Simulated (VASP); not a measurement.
# TiN (rocksalt type) (Fm-3m) in VASP: further runs

Runs on TiN (rocksalt type). Level: PBE. Tasks: single point.

All numbers are computed with VASP 6.6.1; they aren't measurements. Logs are shortened: lines on timing, memory, paths and dates and some standing lists are left out, and cuts for length are marked.

## (1) The cell of the first run

It takes space group Fm-3m (No. 225, cubic). Conventional cell: a = 3.661 Å, b = 3.661 Å, c = 3.661 Å, α = 90.00°, β = 90.00°, γ = 90.00°. Within 2.4 Å of Ti (site symmetry m-3m) lie 6 N at 1.83 Å. N (site symmetry m-3m) has 6 Ti at 1.83 Å within 2.4 Å.

## (2) Single point, PBE (6.13 Å³/atom)

INCAR

```
SYSTEM = TiN
  PREC = Accurate
  ENCUT = 600
  EDIFF = 1E-6
  ISMEAR = -1
  SIGMA = 0.1
  LREAL = .FALSE.
  LASPH = .TRUE.
  NELM = 120
  ALGO = Normal
  ISIF = 2
  LWAVE = .FALSE.
  LCHARG = .FALSE.
  GGA = PE
  NBANDS = 16
  GGA_COMPAT = .FALSE.
```

KPOINTS

```
Automatic mesh
0
G
  15 15 15
  0 0 0
```

POSCAR

```
TiN
1.0
    0.0000000000      1.8302598574      1.8302598574
    1.8302598574      0.0000000000      1.8302598574
    1.8302598574      1.8302598574      0.0000000000
Ti N
1 1
Direct
    0.0000000000      0.0000000000      0.0000000000
    0.5000000000      0.5000000000      0.5000000000
```

Potentials or basis: VASP PAW PBE potentials, release 64 (Ti_sv, N).

Command:

```
$ cat potpaw_PBE.64/Ti_sv/POTCAR potpaw_PBE.64/N/POTCAR > POTCAR
$ mpirun -np 1 vasp_std > vasp.out
```

OUTCAR:

```text
SYSTEM = TiN
   PREC = Accurate
   ENCUT = 600
   EDIFF = 1E-6
   ISMEAR = -1
   LREAL = .FALSE.
   LASPH = .TRUE.
   NELM = 120
   ISIF = 2
   GGA = PE

 ion  position               nearest neighbor table
   1  0.000  0.000  0.000-   2 1.83   2 1.83   2 1.83   2 1.83   2 1.83   2 1.83
   2  0.500  0.500  0.500-   1 1.83   1 1.83   1 1.83   1 1.83   1 1.83   1 1.83

  LATTYP: Found a face centered cubic cell.
 ALAT       =     3.6605197148

  Lattice vectors:

 A1 = (   0.0000000000,   1.8302598574,   1.8302598574)
 A2 = (   1.8302598574,   0.0000000000,   1.8302598574)
 A3 = (   1.8302598574,   1.8302598574,   0.0000000000)

Analysis of symmetry for initial positions (statically):
=====================================================================
 Subroutine PRICEL returns:
 Original cell was already a primitive cell.

 Routine SETGRP: Setting up the symmetry group for a
 face centered cubic supercell.

 Subroutine GETGRP returns: Found 48 space group operations
 (whereof 48 operations were pure point group operations)
 out of a pool of 48 trial point group operations.

The static configuration has the point symmetry O_h .

Analysis of symmetry for dynamics (positions and initial velocities):
=====================================================================
 Subroutine PRICEL returns:
 Original cell was already a primitive cell.

 Routine SETGRP: Setting up the symmetry group for a
 face centered cubic supercell.

 Subroutine GETGRP returns: Found 48 space group operations
 (whereof 48 operations were pure point group operations)
 out of a pool of 48 trial point group operations.

The dynamic configuration has the point symmetry O_h .

 Subroutine INISYM returns: Found 48 space group operations
 (whereof 48 operations are pure point group operations),
 and found     1 'primitive' translations

----------------------------------------------------------------------------------------

                                     Primitive cell

  volume of cell :      12.2622

  direct lattice vectors                    reciprocal lattice vectors
     0.000000000  1.830259857  1.830259857    -0.273185252  0.273185252  0.273185252
     1.830259857  0.000000000  1.830259857     0.273185252 -0.273185252  0.273185252
     1.830259857  1.830259857  0.000000000     0.273185252  0.273185252 -0.273185252

  length of vectors
     2.588378313  2.588378313  2.588378313     0.473170736  0.473170736  0.473170736

  position of ions in fractional coordinates (direct lattice)
     0.000000000  0.000000000  0.000000000
     0.500000000  0.500000000  0.500000000

  ion indices of the primitive-cell ions
   primitive index   ion index
                 1           1
                 2           2

----------------------------------------------------------------------------------------

 KPOINTS: Automatic mesh

Automatic generation of k-mesh.
 Grid dimensions read from file:
 generate k-points for:   15   15   15

 Generating k-lattice:

  Cartesian coordinates                     Fractional coordinates (reciprocal lattice)
    -0.018212350  0.018212350  0.018212350     0.066666667  0.000000000  0.000000000
     0.018212350 -0.018212350  0.018212350     0.000000000  0.066666667  0.000000000
     0.018212350  0.018212350 -0.018212350     0.000000000  0.000000000  0.066666667

  Length of vectors
     0.031544716  0.031544716  0.031544716

  Shift w.r.t. Gamma in fractional coordinates (k-lattice)
     0.000000000  0.000000000  0.000000000

 Subroutine IBZKPT returns following result:
 ===========================================

 Found    120 irreducible k-points:

 Following reciprocal coordinates:
            Coordinates               Weight
  0.000000  0.000000  0.000000      1.000000
  0.066667  0.000000  0.000000      8.000000
  0.133333  0.000000  0.000000      8.000000
  0.200000  0.000000  0.000000      8.000000
  0.266667  0.000000  0.000000      8.000000
  0.333333  0.000000  0.000000      8.000000
[... 16 lines left out ...]
  0.133333  0.133333  0.000000      6.000000
  0.200000  0.133333  0.000000     24.000000
 [... further k-points ...]
   k-points           NKPTS =    120   k-points in BZ     NKDIM =    120   number of bands    NBANDS=     16
   number of dos      NEDOS =    301   number of ions     NIONS =      2
   total plane-waves  NPLWV =  13824
   dimension x,y,z NGX =    24 NGY =   24 NGZ =   24
   dimension x,y,z NGXF=    48 NGYF=   48 NGZF=   48
   ions per type =               1   1
   NGX,Y,Z   is equivalent  to a cutoff of  15.41, 15.41, 15.41 a.u.
   NGXF,Y,Z  is equivalent  to a cutoff of  30.83, 30.83, 30.83 a.u.
 SYSTEM =  TiN
   PREC   = accura    normal or accurate (medium, high low for compatibility)
   ISTART =      0    job   : 0-new  1-cont  2-samecut
   ICHARG =      2    charge: 1-file 2-atom 10-const
   ISPIN  =      1    spin polarized calculation?
   LNONCOLLINEAR =      F non collinear calculations
   LSORBIT =      F    spin-orbit coupling
   LASPH  =      T    aspherical Exc in radial PAW
   ENCUT  =  600.0 eV  44.10 Ry    6.64 a.u.   5.17  5.17  5.17*2*pi/ulx,y,z
   NELM   =    120;   NELMIN=  2; NELMDL= -5     # of ELM steps
   EDIFF  = 0.1E-05   stopping-criterion for ELM
   LREAL  =      F    real-space projection
   EDIFFG = 0.1E-04   stopping-criterion for IOM
   NSW    =      0    number of steps for IOM
   IBRION =     -1    ionic relax: 0-MD 1-quasi-New 2-CG
   NFREE  =      0    steps in history (QN), initial steepest desc. (CG)
   ISIF   =      2    stress and relaxation
   ISYM   =      2    0-nonsym 1-usesym 2-fastsym
   POTIM  = 0.5000    time-step for ionic-motion
   TEBEG  =    0.0;   TEEND  =   0.0 temperature during run
   PSTRESS=    0.0 pullay stress
   NELECT =      17.0000    total number of electrons
   NUPDOWN=      -1.0000    fix difference up-down
   EMIN   =  10.00;   EMAX   =-10.00  energy-range for DOS
   EFERMI =   0.00;   METHOD = LEGACY
   ISMEAR =    -1;   SIGMA  =   0.10  broadening in eV -4-tet -1-fermi 0-gaus
   EFERMI_NEDOS =   21; number of points for ismear=-14 and -15
   IALGO  =     38    algorithm
   IMIX   =      4    mixing-type and parameters
     AMIX     =   0.40;   BMIX     =  1.00
     AMIX_MAG =   1.60;   BMIX_MAG =  1.00
  volume/ion in A,a.u.               =       6.13        41.37
  Fermi-wavevector in a.u.,A,eV,Ry     =   1.825443  3.449588 45.337929  3.332244
  Thomas-Fermi vector in A             =   2.880966
   LORBIT       =      0    0 simple, 1 ext, 2 COOP (PROOUT), +10 PAW based schemes
   GGA     = PE    functional components
   LHFCALC =     F    Hartree Fock is set to
   AEXX    =    0.0000 exact exchange contribution
   IVDW    =     0    specifies the selected vdW correction
   LEPSILON=     F    determine dielectric tensor
   LRPA    =     F    only Hartree local field effects (RPA)
 non-spin polarized calculation
  energy-cutoff  :      600.00
  volume of cell :       12.26
 maximum number of plane-waves:       424
 NGX is ok and might be reduce to    24
   NGX = 11   NGY = 11   NGZ = 11

 number of electron      17.0000000 magnetization

 Free energy of the ion-electron system (eV)
  ---------------------------------------------------
  ext. energy  EPLUGINS =         0.00000000
  ---------------------------------------------------
  free energy    TOTEN  =       -15.03979829 eV

  energy without entropy =      -15.02337104  energy(sigma->0) =      -15.03158466

 E-fermi :  18.3036     XC(G=0): -15.6394

 val. band max:       18.2958887279   @ k =  -0.4667   0.2667   0.0667
 cond. band min:      18.4168558044   @ k =  -0.2000   0.0667   0.0000
 fundamental gap:      0.1209670766
 Fermi energy:        18.3035524148

 k-point     1 :       0.0000    0.0000    0.0000
  band No.  band energies     occupation
      1     -39.2306      2.00000
      2     -14.3497      2.00000
      3     -14.3497      2.00000
      4     -14.3497      2.00000
      5      -1.0862      2.00000
      6      15.8885      2.00000
[... 8 lines left out ...]
     15      32.8644      0.00000
     16      45.7018      0.00000

 k-point     2 :       0.0667    0.0000    0.0000
  band No.  band energies     occupation
      1     -39.2056      2.00000
      2     -14.4972      2.00000
      3     -14.3578      2.00000
      4     -14.3578      2.00000
      5      -0.8865      2.00000
      6      15.0652      2.00000
[... 8 lines left out ...]
     15      33.1916      0.00000
     16      45.4204      0.00000

 k-point     3 :       0.1333    0.0000    0.0000
  band No.  band energies     occupation
      1     -39.1343      2.00000
      2     -14.8978      2.00000
      3     -14.3803      2.00000
      4     -14.3803      2.00000
      5      -0.3293      2.00000
      6      13.6749      2.00000
[... 8 lines left out ...]
     15      34.0111      0.00000
     16      44.7562      0.00000

 k-point     4 :       0.2000    0.0000    0.0000
  band No.  band energies     occupation
      1     -39.0275      2.00000
      2     -15.4521      2.00000
      3     -14.4130      2.00000
      4     -14.4130      2.00000
      5       0.4840      2.00000
      6      12.1819      2.00000
[... 8 lines left out ...]
     15      34.9841      0.00000
     16      43.4624      0.00000
[... 324 lines left out ...]
 k-point    22 :      -0.0667    0.0667    0.0000
  band No.  band energies     occupation
      1     -39.1652      2.00000
      2     -14.6956      2.00000
      3     -14.4286      2.00000
      4     -14.3450      2.00000
      5      -0.5726      2.00000
      6      14.0857      2.00000
[... 8 lines left out ...]
     15      33.6812      0.00000
     16      44.5283      0.00000

 k-point    23 :       0.1333    0.1333    0.0000
  band No.  band energies     occupation
      1     -39.1025      2.00000
      2     -14.8560      2.00000
      3     -14.4975      2.00000
      4     -14.4975      2.00000
      5      -0.1579      2.00000
      6      12.1984      2.00000
[... 8 lines left out ...]
     15      34.4499      0.00000
     16      43.8697      0.00000

 k-point    24 :       0.2000    0.1333    0.0000
  band No.  band energies     occupation
      1     -39.0231      2.00000
      2     -15.2083      2.00000
      3     -14.5660      2.00000
      4     -14.5335      2.00000
      5       0.3433      2.00000
      6      11.2165      2.00000
[... 8 lines left out ...]
     15      35.2018      0.00000
     16      43.0197      0.00000

 [... further k-points ...]
[... 5 lines left out ...]
  --------------------------------------------------------------------------------------
  -------------------------------------------------------------------------------------
  Total       23.8614699     23.8614699     23.8614699      0.0000000      0.0000000      0.0000000
  in kB     3117.7372764   3117.7372764   3117.7372764      0.0000000      0.0000000      0.0000000
  external PRESSURE =    3117.7372764 kB  Pullay stress =       0.0000000 kB

 VOLUME and BASIS-vectors are now :
 -----------------------------------------------------------------------------
  energy-cutoff  :      600.00
  volume of cell :       12.26
      direct lattice vectors                 reciprocal lattice vectors
     0.000000000  1.830259857  1.830259857    -0.273185252  0.273185252  0.273185252
     1.830259857  0.000000000  1.830259857     0.273185252 -0.273185252  0.273185252
     1.830259857  1.830259857  0.000000000     0.273185252  0.273185252 -0.273185252

 POSITION                                       TOTAL-FORCE (eV/Angst)
 -----------------------------------------------------------------------------------
      0.00000      0.00000      0.00000         0.000000      0.000000      0.000000
      1.83026      1.83026      1.83026        -0.000000     -0.000000     -0.000000
 -----------------------------------------------------------------------------------
    total drift:                                0.000000     -0.000000     -0.000000

  FREE ENERGIE OF THE ION-ELECTRON SYSTEM (eV)
  ---------------------------------------------------
  free  energy   TOTEN  =       -15.0397982918 eV

  energy  without entropy=      -15.0233710372  energy(sigma->0) =      -15.03158466
```

Run time: 16 s. Hardware: 1 thread of Intel Xeon Platinum 8559C (Emerald Rapids), shared host; peak memory 0.16 GiB.

Results:

```
Free energy            : -15.0398 eV
Pressure               : 311.8 GPa
Band gap on the k mesh : zero (an odd number of electrons rules out a gap without spin polarisation)
```

Caveat: the cell stands under pressure.

## (3) Single point, PBE (5.27 Å³/atom)

This run uses another cell than the first one, of 5.27 Å³/atom.

INCAR

```
PREC = Accurate
ENCUT = 520
EDIFF = 1E-6
ISMEAR = -1
SIGMA = 0.1
LREAL = False
LASPH = True
NELM = 80
ALGO = Normal
ISIF = 2
LWAVE = False
LCHARG = False
GGA = PE
NBANDS = 16
```

KPOINTS

```
Automatic mesh
0
Gamma
  15 15 15
```

POSCAR

```
TiN
1.0
    0.0000000000      1.7400978071      1.7400978071
    1.7400978071      0.0000000000      1.7400978071
    1.7400978071      1.7400978071      0.0000000000
Ti N
1 1
Direct
    0.0000000000      0.0000000000      0.0000000000
    0.5000000000      0.5000000000      0.5000000000
```

Potentials or basis: VASP PAW PBE potentials, release 64 (Ti_sv, N).

Command:

```
$ cat potpaw_PBE.64/Ti_sv/POTCAR potpaw_PBE.64/N/POTCAR > POTCAR
$ mpirun -np 1 vasp_std > vasp.out
```

It took 18 s on 1 thread of Intel Xeon 8259CL, shared host; peak memory 0.13 GiB.

Results (log left out):

```
Free energy            : -10.4558 eV
Pressure               : 562.6 GPa
Band gap on the k mesh : zero (an odd number of electrons rules out a gap without spin polarisation)
```

Levels at points of the mesh, in eV from the Fermi level:
| k point | band 7 | band 8 | band 9 | band 10 | band 11 | band 12 |
| --- | --- | --- | --- | --- | --- | --- |
| (0.00, 0.00, 0.00) | -2.43 | -2.43 | -1.50 | -1.50 | -1.50 | 1.28 |

Caveat: the cell stands under pressure.

[end of part 1 of 2]
